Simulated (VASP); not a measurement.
# Nb: electric field gradients with PBEsol

The system is Nb.

```
CELL_PARAMETERS angstrom
0.00000 2.15648 2.15648
2.15648 0.00000 2.15648
2.15648 2.15648 0.00000
ATOMIC_POSITIONS crystal
Nb 0.00000 0.00000 0.00000
```

This cell differs from its parent crystal: volume scaled by 1.06.

| Property | Result |
| --- | --- |
| Program | VASP 6.6.1 |
| Task | electric field gradients |
| Functional | PBEsol |
| Potentials or basis | VASP PAW PBE potentials, release 64 (Nb_sv) |
| Cutoff | 520 eV |
| k mesh | 13 × 13 × 13 |
| Occupations | fermi-dirac, width 0.08 eV |
| Spin | no spin polarisation |
| Dipole correction | no |
| Further INCAR settings | ALGO = Normal; EDIFF = 1e-08; NBANDS = 12 |

```json
{
  "Pressure": "-14.7 GPa"
}
```

Levels at points of the mesh, in eV from the Fermi level:
| k point | band 3 | band 4 | band 5 | band 6 | band 7 | band 8 | band 9 | band 10 |
| --- | --- | --- | --- | --- | --- | --- | --- | --- |
| (0.00, 0.00, 0.00) | -30.28 | -30.28 | -6.06 | 0.15 | 0.15 | 0.15 | 2.51 | 2.51 |

It took 14 s on 1 thread of Intel(R) Xeon(R) Platinum 8259CL CPU @ 2.50GHz (Skylake/Cascade Lake), with other jobs on the host, peak memory 0.15 GiB.

Caveat: without QUAD_EFG the Cq values of the log hold for a quadrupole moment of 1 mb, not for the nuclei; the PAW data sets were made with another functional, which shifts forces and pressure a little.
